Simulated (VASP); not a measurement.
# Sn2GeO3 (Cmmm) in VASP: notebook, part 2 of 2

VASP 6.6.1. Earlier steps stand in the parts before.

### 3 Single point, PBE

This run uses another cell than the first one, of 15.98 Å³/atom.

Contents of INCAR:

```
PREC     = Accurate       # precision mode
ENCUT    = 520            # plane-wave cutoff, eV
EDIFF    = 1E-7           # SCF threshold, eV
ISMEAR   = 0              # smearing method
SIGMA    = 0.1            # smearing width, eV
LREAL    = F              # projectors in reciprocal space
LASPH    = T              # aspherical terms in the spheres
NELM     = 100            # most SCF steps
ALGO     = Normal         # electronic algorithm
ISIF     = 2              # what is computed and relaxed
LWAVE    = F              # write WAVECAR
LCHARG   = F              # write CHGCAR
GGA      = PE             # functional
NBANDS   = 39             # bands
```

Contents of KPOINTS:

```
Automatic mesh
0
Gamma
  4 4 4
```

Contents of POSCAR:

```
Sn2GeO3
1.0
    2.4324772800     -5.1463429900      0.0000000000
    2.4324772800      5.1463429900      0.0000000000
    0.0000000000      0.0000000000      3.8307206900
Sn Ge O
2 1 3
Direct
    0.6549724500      0.3450275500      0.5000000000
    0.3450275500      0.6549724500      0.5000000000
    0.0000000000      0.0000000000      0.0000000000
    0.1453886600      0.8546113400      0.5000000000
    0.8546113400      0.1453886600      0.5000000000
    0.5000000000      0.5000000000      0.0000000000
```

Potentials or basis: VASP PAW PBE potentials, release 64 (Sn_d, Ge_d, O).

Command:

```sh
> cat potpaw_PBE.64/Sn_d/POTCAR potpaw_PBE.64/Ge_d/POTCAR potpaw_PBE.64/O/POTCAR > POTCAR
> mpirun -np 1 vasp_std > vasp.out
```

OUTCAR:

```text
PREC = Accurate
   ENCUT = 520
   EDIFF = 1E-7
   ISMEAR = 0
   LREAL = F
   LASPH = T
   NELM = 100
   ISIF = 2
   GGA = PE

 ion  position               nearest neighbor table
   1  0.655  0.345  0.500-   5 2.05   4 2.43   4 2.43   6 2.49   6 2.49   2 3.12   2 3.12   2 3.19

   2  0.345  0.655  0.500-   4 2.05   5 2.43   5 2.43   6 2.49   6 2.49   1 3.12   1 3.12   1 3.19

   3  0.000  0.000  0.000-   4 2.43   5 2.43   4 2.43   5 2.43   6 2.43   6 2.43
   4  0.145  0.855  0.500-   2 2.05   3 2.43   3 2.43   1 2.43   1 2.43
   5  0.855  0.145  0.500-   1 2.05   3 2.43   3 2.43   2 2.43   2 2.43
   6  0.500  0.500  0.000-   3 2.43   3 2.43   1 2.49   1 2.49   2 2.49   2 2.49

  LATTYP: Found a base centered orthorhombic cell.
 ALAT       =     4.8649545600
 B/A-ratio  =     2.1156797773
 C/A-ratio  =     0.7874114018

  Lattice vectors:

 A1 = (   2.4324772800,  -5.1463429900,   0.0000000000)
 A2 = (   2.4324772800,   5.1463429900,   0.0000000000)
 A3 = (   0.0000000000,   0.0000000000,   3.8307206900)

Analysis of symmetry for initial positions (statically):
=====================================================================
 Subroutine PRICEL returns:
 Original cell was already a primitive cell.

 Routine SETGRP: Setting up the symmetry group for a
 base centered orthorhombic supercell.

 Subroutine GETGRP returns: Found  8 space group operations
 (whereof  8 operations were pure point group operations)
 out of a pool of  8 trial point group operations.

The static configuration has the point symmetry D_2h.

Analysis of symmetry for dynamics (positions and initial velocities):
=====================================================================
 Subroutine PRICEL returns:
 Original cell was already a primitive cell.

 Routine SETGRP: Setting up the symmetry group for a
[... 127 lines left out ...]
   IALGO  =     38    algorithm
   IMIX   =      4    mixing-type and parameters
     AMIX     =   0.40;   BMIX     =  1.00
     AMIX_MAG =   1.60;   BMIX_MAG =  1.00
  volume/ion in A,a.u.               =      15.98       107.87
  Fermi-wavevector in a.u.,A,eV,Ry     =   1.400144  2.645888 26.672890  1.960402
  Thomas-Fermi vector in A             =   2.523133
   LORBIT       =      0    0 simple, 1 ext, 2 COOP (PROOUT), +10 PAW based schemes
   GGA     = PE    functional components
   LHFCALC =     F    Hartree Fock is set to
   AEXX    =    0.0000 exact exchange contribution
   IVDW    =     0    specifies the selected vdW correction
   LEPSILON=     F    determine dielectric tensor
   LRPA    =     F    only Hartree local field effects (RPA)
 non-spin polarized calculation
 Gauss-broadening in eV      SIGMA  =   0.10
  energy-cutoff  :      520.00
  volume of cell :       95.91
 maximum number of plane-waves:      2604
   NGX = 21   NGY = 21   NGZ = 15

 number of electron      59.9999981 magnetization

 Free energy of the ion-electron system (eV)
  ---------------------------------------------------
  ext. energy  EPLUGINS =         0.00000000
  ---------------------------------------------------
  free energy    TOTEN  =       -30.63719875 eV

  energy without entropy =      -30.62415933  energy(sigma->0) =      -30.63067904

 E-fermi :   7.2848     XC(G=0): -10.6173

 val. band max:        7.2821160535   @ k =   0.2500   0.2500   0.2500
 cond. band min:       7.4329158513   @ k =   0.0000   0.0000   0.5000
 fundamental gap:      0.1507997978
 Fermi energy:         7.2847787201

 k-point     1 :       0.0000    0.0000    0.0000
  band No.  band energies     occupation
      1     -18.0908      2.00000
      2     -18.0850      2.00000
      3     -18.0812      2.00000
      4     -18.0806      2.00000
      5     -18.0744      2.00000
      6     -15.0024      2.00000
[... 871 lines left out ...]
     38      13.8952      0.00000
     39      14.0565      0.00000

------------------------ aborting loop because EDIFF is reached ----------------------------------------

  FORCE on cell =-STRESS in cart. coord.  units (eV):
  Direction    XX          YY          ZZ          XY          YZ          ZX
  --------------------------------------------------------------------------------------
  -------------------------------------------------------------------------------------
  Total        5.5910522     11.8191217      1.0231835      0.0000000      0.0000000      0.0000000
  in kB       93.3998387    197.4412015     17.0925210      0.0000000      0.0000000      0.0000000
  external PRESSURE =     102.6445204 kB  Pullay stress =       0.0000000 kB

 VOLUME and BASIS-vectors are now :
 -----------------------------------------------------------------------------
  energy-cutoff  :      520.00
  volume of cell :       95.91
      direct lattice vectors                 reciprocal lattice vectors
     2.432477280 -5.146342990  0.000000000     0.205551766 -0.097156369  0.000000000
     2.432477280  5.146342990  0.000000000     0.205551766  0.097156369  0.000000000
     0.000000000  0.000000000  3.830720690     0.000000000  0.000000000  0.261047485

 POSITION                                       TOTAL-FORCE (eV/Angst)
 -----------------------------------------------------------------------------------
      2.43248     -1.59508      1.91536        -0.000000      1.874605     -0.000000
      2.43248      1.59508      1.91536        -0.000000     -1.874605      0.000000
      0.00000      0.00000      0.00000         0.000000     -0.000000     -0.000000
      2.43248      3.64990      1.91536        -0.000000      1.351295     -0.000000
      2.43248     -3.64990      1.91536        -0.000000     -1.351295      0.000000
      2.43248      0.00000      0.00000        -0.000000     -0.000000     -0.000000
 -----------------------------------------------------------------------------------
    total drift:                                0.000000      0.000000      0.000000

  FREE ENERGIE OF THE ION-ELECTRON SYSTEM (eV)
  ---------------------------------------------------
  free  energy   TOTEN  =       -30.6371987489 eV

  energy  without entropy=      -30.6241593280  energy(sigma->0) =      -30.63067904
```

stdout:

```text
POSCAR found type information on POSCAR SnGeO
 POSCAR found :  3 types and       6 ions
 scaLAPACK will be used
 LDA part: xc-table for (Slater+PW92), standard interpolation
 POSCAR, INCAR and KPOINTS ok, starting setup
 FFT: planning ... GRIDC
 FFT: planning ... GRID_SOFT
 FFT: planning ... GRID
 WAVECAR not read
 entering main loop
```

Wall time 54 s (1 thread of Intel Xeon 6975P-C (Granite Rapids), shared host); peak memory 0.25 GiB.

What came out:

* Free energy: -30.6372 eV
* Pressure: 10.3 GPa
* Largest force: 1.875 eV/Å
* Band gap on the k mesh: zero (bands 30 and 31 overlap by 0.18 eV)

Forces on the atoms (eV/Å):
```
Sn   0.000  1.875  0.000
Sn   0.000 -1.875  0.000
Ge   0.000  0.000  0.000
O    0.000  1.351  0.000
O    0.000 -1.351  0.000
O    0.000  0.000  0.000
```

Caveat: the k points lie up to 0.41 Å⁻¹ apart; spin-orbit coupling is left out, which moves the levels of the heavy elements; forces of over 1 eV/Å act on the atoms, so gaps and moduli don't describe the material at rest.

### 4 Single point, PBE

This run uses another cell than the first one, of 15.35 Å³/atom.

Contents of INCAR:

```
  PREC = Accurate
  ENCUT = 520
  EDIFF = 1E-6
  ISMEAR = 0
  SIGMA = 0.1
  LREAL = F
  LASPH = T
  NELM = 80
  ALGO = Normal
  ISIF = 2
  LWAVE = F
  LCHARG = F
  GGA = PE
  NBANDS = 39
```

Contents of KPOINTS:

```
regular mesh
0
Gamma
  6 6 6
```

Contents of POSCAR:

```
Sn2GeO3
1.0
    1.8203357004     -8.2976797261      0.0000000000
    1.8203357004      8.2976797261      0.0000000000
    0.0000000000      0.0000000000      3.0491759603
Sn Ge O
2 1 3
Direct
    0.6662299334      0.3337700666      0.5000000000
    0.3337700666      0.6662299334      0.5000000000
    0.0000000000      0.0000000000      0.0000000000
    0.0792359256      0.9207640744      0.5000000000
    0.9207640744      0.0792359256      0.5000000000
    0.5000000000      0.5000000000      0.0000000000
```

Command:

```sh
> cat potpaw_PBE.64/Sn_d/POTCAR potpaw_PBE.64/Ge_d/POTCAR potpaw_PBE.64/O/POTCAR > POTCAR
> mpirun -np 1 vasp_std > vasp.out
```

Run time: 3 min. Hardware: 1 thread of Intel Xeon 6975P-C (Granite Rapids), shared host; peak memory 0.4 GiB.

It converged, with:

```
Free energy            : -33.1008 eV
Pressure               : 0.0 GPa
Largest force          : 0.007 eV/Å
Band gap on the k mesh : zero (bands 30 and 31 overlap by 2.43 eV)
```

Forces in eV/Å, atoms in the order of the input:
```
Sn   0.000 -0.007  0.000
Sn   0.000  0.007  0.000
Ge   0.000  0.000  0.000
O    0.000 -0.004  0.000
O    0.000  0.004  0.000
O    0.000  0.000  0.000
```

Stress tensor (GPa, compression positive):
```
-0.20  0.00  0.00
 0.00 -0.07  0.00
 0.00  0.00  0.23
```

Levels at points of the mesh, in eV from the Fermi level:
| k point | band 27 | band 28 | band 29 | band 30 | band 31 | band 32 | band 33 | band 34 |
| --- | --- | --- | --- | --- | --- | --- | --- | --- |
| (0.00, 0.00, 0.00) | -4.05 | -2.39 | -2.06 | -1.21 | 1.14 | 2.56 | 4.02 | 4.68 |
| (0.50, 0.00, 0.00) | -4.03 | -2.40 | -2.35 | -0.44 | -0.41 | 2.86 | 3.20 | 4.80 |
| (0.50, 0.50, 0.00) | -4.10 | -4.07 | -2.06 | 0.66 | 0.69 | 2.50 | 3.11 | 4.80 |
| (0.00, 0.00, 0.50) | -3.80 | -3.29 | -2.71 | -1.63 | -1.33 | 1.86 | 2.59 | 5.05 |
| (0.50, 0.00, 0.50) | -3.66 | -2.54 | -2.34 | -1.89 | -1.66 | 1.87 | 2.32 | 3.87 |
| (0.50, 0.50, 0.50) | -3.38 | -3.32 | -2.70 | -2.28 | -1.47 | 2.10 | 2.13 | 4.92 |

Caveat: spin-orbit coupling is left out, which moves the levels of the heavy elements.

### 5 Relaxation of cell and atoms, PBE

This run uses another cell than the first one, of 15.98 Å³/atom.

Contents of INCAR:

```
ALGO = Normal
EDIFF = 1E-7
EDIFFG = -0.04
ENCUT = 600
GGA = PE
IBRION = 2
ISIF = 3
ISMEAR = 0
LASPH = T
LCHARG = F
LREAL = F
LWAVE = F
NELM = 100
NSW = 90
PREC = Accurate
SIGMA = 0.1
```

Contents of KPOINTS:

```
k-points
0
Gamma
  4 4 4
```

Contents of POSCAR:

```
Sn2GeO3
1.0
    2.4324772800     -5.1463429900      0.0000000000
    2.4324772800      5.1463429900      0.0000000000
    0.0000000000      0.0000000000      3.8307206900
Sn Ge O
2 1 3
Direct
    0.6549724500      0.3450275500      0.5000000000
    0.3450275500      0.6549724500      0.5000000000
    0.0000000000      0.0000000000      0.0000000000
    0.1453886600      0.8546113400      0.5000000000
    0.8546113400      0.1453886600      0.5000000000
    0.5000000000      0.5000000000      0.0000000000
```

Command:

```sh
> cat potpaw_PBE.64/Sn_d/POTCAR potpaw_PBE.64/Ge_d/POTCAR potpaw_PBE.64/O/POTCAR > POTCAR
> mpirun -np 1 vasp_std > vasp.out
```

Run time: 28 min. Hardware: 1 thread of Intel Xeon 6975P-C (Granite Rapids), shared host; peak memory 0.32 GiB.

Results (log left out):

* Free energy: -32.5213 eV
* Relaxed volume: 15.29 Å³/atom
* Relaxed cell: a = 7.488 Å, b = 7.488 Å, c = 3.054 Å, α = 90.00°, β = 90.00°, γ = 147.61°
* Space group after relaxing (to 0.1 Å): Cmmm (No. 65)
* Energy gained by relaxing: 313.1 meV/atom
* Ionic steps: 38
* Pressure after relaxing: -0.3 GPa
* Largest force after relaxing: 0.024 eV/Å
* Band gap on the k mesh: zero (bands 30 and 31 overlap by 2.24 eV)

Forces on the atoms (eV/Å):
```
Sn   0.000  0.019  0.000
Sn   0.000 -0.019  0.000
Ge   0.000  0.000  0.000
O    0.000  0.024  0.000
O    0.000 -0.024  0.000
O    0.000  0.000  0.000
```

Stress tensor (GPa, compression positive):
```
-0.31  0.00  0.00
 0.00 -0.07  0.00
 0.00  0.00 -0.42
```

The path:
| step | energy change (eV) | largest force (eV/Å) | pressure (GPa) | volume (Å³) |
| --- | --- | --- | --- | --- |
| 1 | 0.0000 | 1.8736 | 10.21 | 95.91 |
| 2 | -0.4634 | 0.3155 | -5.25 | 110.56 |
| 3 | -0.5511 | 0.0316 | -1.50 | 105.48 |
| 4 | -0.6177 | 0.1085 | -0.66 | 103.62 |
| 5 | -0.7290 | 0.5563 | 2.40 | 97.99 |
| 6 | -0.7416 | 0.8083 | 4.17 | 95.27 |
| 7 | -0.7707 | 0.8019 | 3.87 | 95.19 |
| 8 | -0.8458 | 0.7809 | 3.16 | 94.86 |
| 9 | -0.9271 | 0.7345 | 1.67 | 93.91 |
| 10 | -0.9275 | 0.7703 | 1.38 | 93.66 |
| 11 | -0.9600 | 0.7760 | 0.57 | 94.23 |
| 12 | -1.0309 | 0.8207 | -1.68 | 95.94 |
| 13 | -1.0436 | 0.6889 | -5.48 | 99.42 |
| 14 | -1.0600 | 0.7599 | -3.96 | 97.91 |
| 15 | -1.0868 | 0.7331 | -3.77 | 97.63 |
| 16 | -1.1550 | 0.6662 | -3.10 | 96.77 |
| 17 | -1.2530 | 0.5632 | -1.77 | 95.07 |
| 18 | -1.1585 | 0.9519 | 1.46 | 91.69 |
| 19 | -1.2701 | 0.5982 | -1.17 | 94.24 |
| 20 | -1.2723 | 0.6269 | -0.92 | 93.87 |
| 21 | -1.3297 | 0.5196 | -0.12 | 92.96 |
| 22 | -1.4418 | 0.1802 | 3.18 | 90.20 |
| 23 | -1.3393 | 0.9846 | 13.22 | 84.67 |
| 24 | -1.4634 | 0.1153 | 4.80 | 89.01 |
| 25 | -1.5164 | 0.1418 | 4.17 | 89.35 |
| 26 | -1.6516 | 0.1115 | 2.80 | 90.34 |
| 27 | -1.7800 | 0.1902 | 1.16 | 92.10 |
| 28 | -1.7852 | 0.2219 | 0.85 | 92.49 |
| 29 | -1.7848 | 0.2649 | 0.71 | 92.69 |
| 30 | -1.8063 | 0.1376 | -0.28 | 93.17 |
| 31 | -1.8301 | 0.0712 | -2.12 | 94.21 |
| 32 | -1.8483 | 0.0341 | -1.38 | 93.56 |
| 33 | -1.8665 | 0.1639 | 0.28 | 92.24 |
| 34 | -1.8666 | 0.1880 | 0.49 | 92.09 |
| 35 | -1.8693 | 0.1620 | 0.29 | 92.14 |
| 36 | -1.8721 | 0.1430 | -0.19 | 92.25 |
| 37 | -1.8749 | 0.1025 | -0.22 | 92.10 |
| 38 | -1.8786 | 0.0242 | -0.27 | 91.71 |

Final structure:
```
Sn Ge O
1.0
     2.08819   -7.19112    0.00000
     2.08819    7.19112    0.00000
     0.00000    0.00000    3.05370
Sn Ge O
2 1 3
Direct
  0.65825 0.34175 0.50000
  0.34175 0.65825 0.50000
  0.00000 0.00000 0.00000
  0.08928 0.91072 0.50000
  0.91072 0.08928 0.50000
  0.50000 0.50000 0.00000
```

Levels at points of the mesh, in eV from the Fermi level:
```
           k point  band 29  band 30  band 31  band 32  band 33  band 34
(0.00, 0.00, 0.00)    -2.75    -1.45    -0.73     1.21     3.11     4.01
(0.50, 0.00, 0.00)    -3.08    -0.30    -0.01     1.94     2.10     4.07
(0.50, 0.50, 0.00)    -2.87    -1.01     0.99     1.05     2.39     3.96
(0.00, 0.00, 0.50)    -3.83    -2.56    -0.76     0.62     2.27     3.68
(0.50, 0.00, 0.50)    -2.69    -2.59    -1.54     2.09     2.20     2.91
(0.50, 0.50, 0.50)    -2.55    -2.31    -1.75     0.63     0.83     3.51
```

Caveat: the k points lie up to 0.51 Å⁻¹ apart in the final cell, too coarse for converged energies and pressures of a metal; a cell axis changed by over 15 % at a fixed basis, so the end point is rough; spin-orbit coupling is left out, which moves the levels of the heavy elements.

### 6 Relaxation of cell and atoms, PBE

Contents of INCAR:

```
PREC     = Accurate       # precision mode
ENCUT    = 600            # plane-wave cutoff, eV
EDIFF    = 1E-7           # SCF threshold, eV
ISMEAR   = 0              # smearing method
SIGMA    = 0.1            # smearing width, eV
LREAL    = False          # projectors in reciprocal space
LASPH    = True           # aspherical terms in the spheres
NELM     = 80             # most SCF steps
ALGO     = Normal         # electronic algorithm
ISIF     = 3              # what is computed and relaxed
LWAVE    = False          # write WAVECAR
LCHARG   = False          # write CHGCAR
GGA      = PE             # functional
IBRION   = 2              # ionic algorithm
NSW      = 90             # ionic steps
EDIFFG   = -0.04          # ionic threshold
```

Contents of KPOINTS:

```
regular mesh
0
Gamma
  6 6 6
```

Contents of POSCAR:

```
Sn2GeO3
1.0
    1.8343366124     -8.7384501055      0.0000000000
    1.8343366124      8.7384501055      0.0000000000
    0.0000000000      0.0000000000      2.9842446295
Sn Ge O
2 1 3
Direct
    0.6576156961      0.3423843039      0.5000000000
    0.3423843039      0.6576156961      0.5000000000
    0.0000000000      0.0000000000      0.0000000000
    0.0749717180      0.9250282820      0.5000000000
    0.9250282820      0.0749717180      0.5000000000
    0.5000000000      0.5000000000      0.0000000000
```

Potentials or basis: VASP PAW PBE potentials, release 64 (Sn_d, Ge_d, O).

Command:

```sh
> cat potpaw_PBE.64/Sn_d/POTCAR potpaw_PBE.64/Ge_d/POTCAR potpaw_PBE.64/O/POTCAR > POTCAR
> mpirun -np 1 vasp_std > vasp.out
```

Run time: 29 min. Hardware: 1 thread of Intel Xeon 6975P-C (Granite Rapids), shared host; peak memory 0.52 GiB.

Results (log left out):

```
Free energy                           : -33.1128 eV
Relaxed volume                        : 15.35 Å³/atom
Relaxed cell                          : a = 8.551 Å, b = 8.551 Å, c = 3.046 Å, α = 90.00°, β = 90.00°, γ = 155.58°
Space group after relaxing (to 0.1 Å) : Cmmm (No. 65)
Energy gained by relaxing             : 21.0 meV/atom
Ionic steps                           : 11
Pressure after relaxing               : 0.1 GPa
Largest force after relaxing          : 0.017 eV/Å
Band gap on the k mesh                : zero (bands 30 and 31 overlap by 2.43 eV)
```

Forces on the atoms (eV/Å):
```
Sn   0.000 -0.017  0.000
Sn   0.000  0.017  0.000
Ge   0.000  0.000  0.000
O    0.000  0.005  0.000
O    0.000 -0.005  0.000
O    0.000  0.000  0.000
```

Stress tensor (GPa, compression positive):
```
 0.33  0.00  0.00
 0.00 -0.25  0.00
 0.00  0.00  0.33
```

The path:
```tsv
step	energy change (eV)	largest force (eV/Å)	pressure (GPa)	volume (Å³)
1	0.0000	0.2493	-0.10	95.67
2	-0.0457	0.4016	0.21	95.51
3	-0.0527	0.4837	0.51	95.39
4	-0.0734	0.2321	-1.17	96.09
5	-0.0751	0.1623	-1.79	96.36
6	-0.0945	0.1599	-1.39	95.26
7	-0.1201	0.1711	0.25	92.01
8	-0.1204	0.1652	0.02	92.39
9	-0.1244	0.0710	-0.09	92.34
10	-0.1252	0.0292	-0.16	92.30
11	-0.1263	0.0168	0.14	92.07
```

Final structure:
```
Sn Ge O
1.0
     1.80874   -8.35711    0.00000
     1.80874    8.35711    0.00000
     0.00000    0.00000    3.04557
Sn Ge O
2 1 3
Direct
  0.66609 0.33391 0.50000
  0.33391 0.66609 0.50000
  0.00000 0.00000 0.00000
  0.07883 0.92117 0.50000
  0.92117 0.07883 0.50000
  0.50000 0.50000 0.00000
```

Levels at points of the mesh, in eV from the Fermi level:
```csv
k point,band 26,band 27,band 28,band 29,band 30,band 31,band 32,band 33,band 34,band 35
"(0.00, 0.00, 0.00)",-4.09,-4.03,-2.42,-2.08,-1.20,1.23,2.66,3.97,4.71,5.39
"(0.50, 0.00, 0.00)",-4.34,-4.00,-2.43,-2.34,-0.48,-0.45,2.86,3.20,4.77,4.93
"(0.50, 0.50, 0.00)",-4.10,-4.08,-4.08,-2.08,0.64,0.77,2.60,3.08,4.83,5.65
"(0.00, 0.00, 0.50)",-4.34,-3.81,-3.29,-2.70,-1.69,-1.33,1.92,2.60,5.17,5.46
"(0.50, 0.00, 0.50)",-3.96,-3.67,-2.51,-2.33,-1.88,-1.68,1.82,2.28,3.89,4.02
"(0.50, 0.50, 0.50)",-4.31,-3.39,-3.33,-2.69,-2.32,-1.50,2.15,2.19,5.04,5.86
```

Caveat: spin-orbit coupling is left out, which moves the levels of the heavy elements.

### 7 The runs side by side

| task | cell | k mesh | cutoff (eV) | gap on the mesh (eV) | pressure (GPa) | relaxed volume (Å³/atom) | largest force (eV/Å) |
| --- | --- | --- | --- | --- | --- | --- | --- |
| single point | a = 8.929, b = 8.929, c = 2.984 Å, angles 90.0, 90.0, 156.3°, 6 atoms, atomic positions A | 4 × 4 × 4 | 520 | none | 0.2 | - | 0.04 |
| single point | a = 5.692, b = 5.692, c = 3.831 Å, angles 90.0, 90.0, 129.4°, 6 atoms, atomic positions B | 4 × 4 × 4 | 520 | none | 10.3 | - | 1.87 |
| single point | a = 8.495, b = 8.495, c = 3.049 Å, angles 90.0, 90.0, 155.3°, 6 atoms, atomic positions C | 6 × 6 × 6 | 520 | none | 0.0 | - | 0.01 |
| relaxation of cell and atoms | relaxed from a = 5.692, b = 5.692, c = 3.831 Å, angles 90.0, 90.0, 129.4°, 6 atoms, atomic positions B | 4 × 4 × 4 | 600 | none | -0.3 | 15.29 | 0.02 |
| relaxation of cell and atoms | relaxed from a = 8.929, b = 8.929, c = 2.984 Å, angles 90.0, 90.0, 156.3°, 6 atoms, atomic positions A | 6 × 6 × 6 | 600 | none | 0.1 | 15.35 | 0.02 |

Alike in all rows: level PBE; potentials or basis VASP PAW PBE potentials, release 64 (Sn_d, Ge_d, O); no spin polarisation; smearing gaussian 0.1 eV.

Caveats: some runs use coarse meshes; spin-orbit coupling is left out, which moves the levels of the heavy elements; forces of over 1 eV/Å act on the atoms, so gaps and moduli don't describe the material at rest (at least some runs); a cell axis changed by over 15 % at a fixed basis, so the end point is rough (at least some runs).

Absolute energies hang on the potentials; compare differences alone.

The gap in the log of VASP goes by the Fermi energy; the results here count the filled bands.